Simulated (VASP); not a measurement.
**TaH5: single point with PBE**

Crystal: TaH5.

```xyz
6
Lattice="4.2898 0.0000 0.0000 -2.1449 3.7151 0.0000 0.0000 0.0000 3.4075" Properties=species:S:1:pos:R:3 pbc="T T T"
Ta    0.0000    0.0000    0.0000
H    -1.0725    1.8576    1.7037
H     0.0000    2.4767    0.0000
H     2.1449    1.2384    0.0000
H     2.1449    0.0000    1.7037
H     1.0725    1.8576    1.7037
```

| Quantity | Value |
| --- | --- |
| Program | VASP 6.6.1 |
| Task | single point |
| Functional | PBE |
| Potentials or basis | VASP PAW PBE potentials, release 64 (Ta_pv, H) |
| Cutoff | 500 eV |
| k mesh | 6 × 6 × 6 |
| Occupations | gaussian, width 0.1 eV |
| Spin | no spin polarisation |

- Pressure: -35.5 GPa
- Band gap on the k mesh: zero (band 8 reaches 2.18 eV, above the bottom of band 9 at 0.95 eV)

Stress tensor (GPa, compression positive):
```
-38.32   0.00   0.00
  0.00 -38.32   0.00
  0.00   0.00 -29.83
```

Levels at points of the mesh, in eV from the Fermi level:
| k point | band 4 | band 5 | band 6 | band 7 | band 8 | band 9 | band 10 | band 11 | band 12 | band 13 |
| --- | --- | --- | --- | --- | --- | --- | --- | --- | --- | --- |
| (0.00, 0.00, 0.00) | -9.19 | -2.52 | -2.22 | -2.22 | -0.96 | 1.29 | 1.29 | 2.57 | 3.26 | 3.26 |
| (0.50, 0.00, 0.00) | -6.81 | -6.41 | -2.55 | -1.00 | 0.37 | 0.48 | 0.73 | 1.17 | 1.66 | 3.15 |
| (0.00, 0.00, 0.50) | -6.33 | -5.85 | -0.52 | -0.52 | -0.42 | -0.42 | -0.22 | 0.68 | 0.68 | 3.08 |
| (0.50, 0.00, 0.50) | -5.10 | -4.08 | -3.84 | -2.90 | -1.95 | 0.74 | 0.80 | 2.65 | 3.03 | 3.39 |

It took 25 s on 1 thread of Intel Xeon 8259CL, on a shared host, peak memory 0.18 GiB.

Caveat: spin-orbit coupling is left out, which moves the levels of the heavy elements.
